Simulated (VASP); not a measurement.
# NaI (Fm-3m) in VASP: single point with PBE

Aim: the single point of NaI with PBE.

Program: VASP 6.6.1. These are calculated values, not measurements. Logs are shortened: lines on timing, memory, paths and dates and some standing lists are left out, and cuts for length are marked.

## 1. The cell of the first run

It takes space group Fm-3m (No. 225, cubic). Conventional cell: a = 6.437 Å, b = 6.437 Å, c = 6.437 Å, α = 90.00°, β = 90.00°, γ = 90.00°. Na (site symmetry m-3m) has 6 I at 3.22 Å within 4.2 Å. I (site symmetry m-3m) has 6 Na at 3.22 Å within 4.2 Å.

## 2. Single point, PBE

INCAR reads:

```
SYSTEM = NaI
  PREC = Accurate
  ENCUT = 500
  EDIFF = 1E-6
  ISMEAR = 0
  SIGMA = 0.1
  LREAL = .False.
  LASPH = .True.
  NELM = 120
  ALGO = Normal
  ISIF = 2
  LWAVE = .False.
  LCHARG = .False.
  GGA = PE
  NBANDS = 14
  GGA_COMPAT = .False.
```

KPOINTS reads:

```
regular mesh
0
Gamma
  6 6 6
  0 0 0
```

POSCAR reads:

```
NaI
1.0
    0.0000000000      3.2186570000      3.2186570000
    3.2186570000      0.0000000000      3.2186570000
    3.2186570000      3.2186570000      0.0000000000
Na I
1 1
Direct
    0.0000000000      0.0000000000      0.0000000000
    0.5000000000      0.5000000000      0.5000000000
```

Potentials or basis: VASP PAW PBE potentials, release 64 (Na_pv, I).

Launch:

```
> cat potpaw_PBE.64/Na_pv/POTCAR potpaw_PBE.64/I/POTCAR > POTCAR
> mpirun -np 1 vasp_std > vasp.out
```

OUTCAR:

```text
SYSTEM = NaI
   PREC = Accurate
   ENCUT = 500
   EDIFF = 1E-6
   ISMEAR = 0
   LREAL = .False.
   LASPH = .True.
   NELM = 120
   ISIF = 2
   GGA = PE

 ion  position               nearest neighbor table
   1  0.000  0.000  0.000-
   2  0.500  0.500  0.500-

  LATTYP: Found a face centered cubic cell.
 ALAT       =     6.4373140000

  Lattice vectors:

 A1 = (   0.0000000000,   3.2186570000,   3.2186570000)
 A2 = (   3.2186570000,   0.0000000000,   3.2186570000)
 A3 = (   3.2186570000,   3.2186570000,   0.0000000000)

Analysis of symmetry for initial positions (statically):
=====================================================================
 Subroutine PRICEL returns:
 Original cell was already a primitive cell.

 Routine SETGRP: Setting up the symmetry group for a
 face centered cubic supercell.

 Subroutine GETGRP returns: Found 48 space group operations
 (whereof 48 operations were pure point group operations)
 out of a pool of 48 trial point group operations.

The static configuration has the point symmetry O_h .

Analysis of symmetry for dynamics (positions and initial velocities):
=====================================================================
 Subroutine PRICEL returns:
 Original cell was already a primitive cell.

 Routine SETGRP: Setting up the symmetry group for a
 face centered cubic supercell.

 Subroutine GETGRP returns: Found 48 space group operations
 (whereof 48 operations were pure point group operations)
 out of a pool of 48 trial point group operations.

The dynamic configuration has the point symmetry O_h .

 Subroutine INISYM returns: Found 48 space group operations
 (whereof 48 operations are pure point group operations),
 and found     1 'primitive' translations

----------------------------------------------------------------------------------------

                                     Primitive cell

  volume of cell :      66.6890

  direct lattice vectors                    reciprocal lattice vectors
     0.000000000  3.218657000  3.218657000    -0.155344294  0.155344294  0.155344294
     3.218657000  0.000000000  3.218657000     0.155344294 -0.155344294  0.155344294
     3.218657000  3.218657000  0.000000000     0.155344294  0.155344294 -0.155344294

  length of vectors
     4.551868382  4.551868382  4.551868382     0.269064210  0.269064210  0.269064210

  position of ions in fractional coordinates (direct lattice)
     0.000000000  0.000000000  0.000000000
     0.500000000  0.500000000  0.500000000

  ion indices of the primitive-cell ions
   primitive index   ion index
                 1           1
                 2           2

----------------------------------------------------------------------------------------

 KPOINTS: regular mesh

Automatic generation of k-mesh.
 Grid dimensions read from file:
 generate k-points for:    6    6    6

 Generating k-lattice:

  Cartesian coordinates                     Fractional coordinates (reciprocal lattice)
    -0.025890716  0.025890716  0.025890716     0.166666667  0.000000000  0.000000000
     0.025890716 -0.025890716  0.025890716     0.000000000  0.166666667  0.000000000
     0.025890716  0.025890716 -0.025890716     0.000000000  0.000000000  0.166666667

  Length of vectors
     0.044844035  0.044844035  0.044844035

  Shift w.r.t. Gamma in fractional coordinates (k-lattice)
     0.000000000  0.000000000  0.000000000

 Subroutine IBZKPT returns following result:
 ===========================================

 Found     16 irreducible k-points:

 Following reciprocal coordinates:
            Coordinates               Weight
  0.000000  0.000000  0.000000      1.000000
  0.166667  0.000000  0.000000      8.000000
  0.333333  0.000000  0.000000      8.000000
  0.500000  0.000000  0.000000      4.000000
  0.166667  0.166667  0.000000      6.000000
  0.333333  0.166667  0.000000     24.000000
[... 8 lines left out ...]
 -0.333333  0.333333  0.166667     24.000000
 -0.333333  0.500000  0.166667     12.000000
   k-points           NKPTS =     16   k-points in BZ     NKDIM =     16   number of bands    NBANDS=     14
   number of dos      NEDOS =    301   number of ions     NIONS =      2
   total plane-waves  NPLWV =  46656
   dimension x,y,z NGX =    36 NGY =   36 NGZ =   36
   dimension x,y,z NGXF=    72 NGYF=   72 NGZF=   72
   ions per type =               1   1
   NGX,Y,Z   is equivalent  to a cutoff of  13.15, 13.15, 13.15 a.u.
   NGXF,Y,Z  is equivalent  to a cutoff of  26.30, 26.30, 26.30 a.u.
 SYSTEM =  NaI
   PREC   = accura    normal or accurate (medium, high low for compatibility)
   ISTART =      0    job   : 0-new  1-cont  2-samecut
   ICHARG =      2    charge: 1-file 2-atom 10-const
   ISPIN  =      1    spin polarized calculation?
   LNONCOLLINEAR =      F non collinear calculations
   LSORBIT =      F    spin-orbit coupling
   LASPH  =      T    aspherical Exc in radial PAW
   ENCUT  =  500.0 eV  36.75 Ry    6.06 a.u.   8.30  8.30  8.30*2*pi/ulx,y,z
   NELM   =    120;   NELMIN=  2; NELMDL= -5     # of ELM steps
   EDIFF  = 0.1E-05   stopping-criterion for ELM
   LREAL  =      F    real-space projection
   EDIFFG = 0.1E-04   stopping-criterion for IOM
   NSW    =      0    number of steps for IOM
   IBRION =     -1    ionic relax: 0-MD 1-quasi-New 2-CG
   NFREE  =      0    steps in history (QN), initial steepest desc. (CG)
   ISIF   =      2    stress and relaxation
   ISYM   =      2    0-nonsym 1-usesym 2-fastsym
   POTIM  = 0.5000    time-step for ionic-motion
   TEBEG  =    0.0;   TEEND  =   0.0 temperature during run
   PSTRESS=    0.0 pullay stress
   NELECT =      14.0000    total number of electrons
   NUPDOWN=      -1.0000    fix difference up-down
   EMIN   =  10.00;   EMAX   =-10.00  energy-range for DOS
   EFERMI =   0.00;   METHOD = LEGACY
   ISMEAR =     0;   SIGMA  =   0.10  broadening in eV -4-tet -1-fermi 0-gaus
   EFERMI_NEDOS =   21; number of points for ismear=-14 and -15
   IALGO  =     38    algorithm
   IMIX   =      4    mixing-type and parameters
     AMIX     =   0.40;   BMIX     =  1.00
     AMIX_MAG =   1.60;   BMIX_MAG =  1.00
  volume/ion in A,a.u.               =      33.34       225.02
  Fermi-wavevector in a.u.,A,eV,Ry     =   0.972970  1.838647 12.880238  0.946671
  Thomas-Fermi vector in A             =   2.103312
   LORBIT       =      0    0 simple, 1 ext, 2 COOP (PROOUT), +10 PAW based schemes
   GGA     = PE    functional components
   LHFCALC =     F    Hartree Fock is set to
   AEXX    =    0.0000 exact exchange contribution
   IVDW    =     0    specifies the selected vdW correction
   LEPSILON=     F    determine dielectric tensor
   LRPA    =     F    only Hartree local field effects (RPA)
 non-spin polarized calculation
 Gauss-broadening in eV      SIGMA  =   0.10
  energy-cutoff  :      500.00
  volume of cell :       66.69
 maximum number of plane-waves:      1711
 NGX is ok and might be reduce to    36
   NGX = 17   NGY = 17   NGZ = 17

 number of electron      13.9999996 magnetization

 Free energy of the ion-electron system (eV)
  ---------------------------------------------------
  ext. energy  EPLUGINS =         0.00000000
  ---------------------------------------------------
  free energy    TOTEN  =        -5.38083462 eV

  energy without entropy =       -5.38083462  energy(sigma->0) =       -5.38083462

 E-fermi :   1.4393     XC(G=0):  -7.7715

 val. band max:        0.9224073517   @ k =   0.0000   0.0000   0.0000
 cond. band min:       4.6072774294   @ k =   0.0000   0.0000   0.0000
 fundamental gap:      3.6848700777
 Fermi energy:         1.4392696582

 k-point     1 :       0.0000    0.0000    0.0000
  band No.  band energies     occupation
      1     -21.4984      2.00000
      2     -21.4984      2.00000
      3     -21.4984      2.00000
      4     -10.1382      2.00000
      5       0.9224      2.00000
      6       0.9224      2.00000
      7       0.9224      2.00000
      8       4.6073      0.00000
      9       8.8519      0.00000
     10       8.8519      0.00000
     11       8.8519      0.00000
     12      10.6975      0.00000
     13      10.6975      0.00000
     14      11.3685      0.00000

 k-point     2 :       0.1667    0.0000    0.0000
  band No.  band energies     occupation
      1     -21.4999      2.00000
      2     -21.4985      2.00000
      3     -21.4985      2.00000
      4     -10.0606      2.00000
      5       0.1693      2.00000
      6       0.8444      2.00000
      7       0.8444      2.00000
      8       5.4273      0.00000
      9       8.3762      0.00000
     10       9.0487      0.00000
     11       9.0487      0.00000
     12      10.1895      0.00000
     13      10.1895      0.00000
     14      11.7889      0.00000

 k-point     3 :       0.3333    0.0000    0.0000
  band No.  band energies     occupation
      1     -21.5027      2.00000
      2     -21.4987      2.00000
      3     -21.4987      2.00000
      4      -9.8959      2.00000
      5      -0.8869      2.00000
      6       0.6990      2.00000
      7       0.6990      2.00000
      8       6.0445      0.00000
      9       8.6373      0.00000
     10       8.6373      0.00000
     11       8.9970      0.00000
     12      11.1095      0.00000
     13      11.2379      0.00000
     14      11.2379      0.00000

 k-point     4 :       0.5000    0.0000    0.0000
  band No.  band energies     occupation
      1     -21.5042      2.00000
      2     -21.4988      2.00000
      3     -21.4988      2.00000
      4      -9.8081      2.00000
      5      -1.3171      2.00000
      6       0.6309      2.00000
      7       0.6309      2.00000
      8       6.0196      0.00000
      9       8.3807      0.00000
     10       8.3807      0.00000
     11       9.7747      0.00000
     12      11.2687      0.00000
     13      13.2452      0.00000
     14      13.2452      0.00000

 k-point     5 :       0.1667    0.1667    0.0000
  band No.  band energies     occupation
      1     -21.4996      2.00000
      2     -21.4989      2.00000
      3     -21.4989      2.00000
      4     -10.0363      2.00000
      5       0.1757      2.00000
      6       0.7035      2.00000
      7       0.7035      2.00000
      8       5.7189      0.00000
      9       7.8417      0.00000
     10       8.9898      0.00000
     11       9.4839      0.00000
[... 140 lines left out ...]
 k-point    14 :       0.5000    0.3333    0.1667
  band No.  band energies     occupation
      1     -21.5023      2.00000
      2     -21.5003      2.00000
      3     -21.4993      2.00000
      4      -9.7968      2.00000
      5      -0.8048      2.00000
      6      -0.0197      2.00000
      7       0.3977      2.00000
      8       6.8798      0.00000
      9       7.6602      0.00000
     10       7.9518      0.00000
     11       9.9939      0.00000
     12      11.0824      0.00000
     13      13.1518      0.00000
     14      13.9099      0.00000

 k-point    15 :      -0.3333    0.3333    0.1667
  band No.  band energies     occupation
      1     -21.5025      2.00000
      2     -21.5008      2.00000
      3     -21.4996      2.00000
      4      -9.7415      2.00000
      5      -0.8434      2.00000
      6      -0.2838      2.00000
      7       0.2560      2.00000
      8       6.9715      0.00000
      9       7.5883      0.00000
     10       8.8326      0.00000
     11       9.4673      0.00000
     12      11.4050      0.00000
     13      12.7687      0.00000
     14      13.9298      0.00000

 k-point    16 :      -0.3333    0.5000    0.1667
  band No.  band energies     occupation
      1     -21.5021      2.00000
      2     -21.5008      2.00000
      3     -21.5003      2.00000
      4      -9.7209      2.00000
      5      -0.7941      2.00000
      6      -0.2150      2.00000
      7       0.0081      2.00000
      8       6.3059      0.00000
      9       7.4161      0.00000
     10       9.5386      0.00000
     11       9.5980      0.00000
     12      12.6297      0.00000
     13      13.4616      0.00000
     14      13.6452      0.00000

------------------------ aborting loop because EDIFF is reached ----------------------------------------

  FORCE on cell =-STRESS in cart. coord.  units (eV):
  Direction    XX          YY          ZZ          XY          YZ          ZX
  --------------------------------------------------------------------------------------
  -------------------------------------------------------------------------------------
  Total        0.3040993      0.3040993      0.3040993      0.0000000      0.0000000      0.0000000
  in kB        7.3058697      7.3058697      7.3058697      0.0000000      0.0000000      0.0000000
  external PRESSURE =       7.3058697 kB  Pullay stress =       0.0000000 kB

 VOLUME and BASIS-vectors are now :
 -----------------------------------------------------------------------------
  energy-cutoff  :      500.00
  volume of cell :       66.69
      direct lattice vectors                 reciprocal lattice vectors
     0.000000000  3.218657000  3.218657000    -0.155344294  0.155344294  0.155344294
     3.218657000  0.000000000  3.218657000     0.155344294 -0.155344294  0.155344294
     3.218657000  3.218657000  0.000000000     0.155344294  0.155344294 -0.155344294

 POSITION                                       TOTAL-FORCE (eV/Angst)
 -----------------------------------------------------------------------------------
      0.00000      0.00000      0.00000        -0.000000     -0.000000     -0.000000
      3.21866      3.21866      3.21866         0.000000      0.000000      0.000000
 -----------------------------------------------------------------------------------
    total drift:                                0.000000      0.000000      0.000000

  FREE ENERGIE OF THE ION-ELECTRON SYSTEM (eV)
  ---------------------------------------------------
  free  energy   TOTEN  =        -5.3808346197 eV

  energy  without entropy=       -5.3808346197  energy(sigma->0) =       -5.38083462
```

Run time: 23 s. Hardware: 1 thread of AMD EPYC 7R13, shared host; peak memory 0.21 GiB.

Results:

```
Free energy            : -5.3808 eV
Pressure               : 0.7 GPa
Band gap on the k mesh : 3.68 eV
```

Caveat: spin-orbit coupling is left out, which moves the levels of the heavy elements.
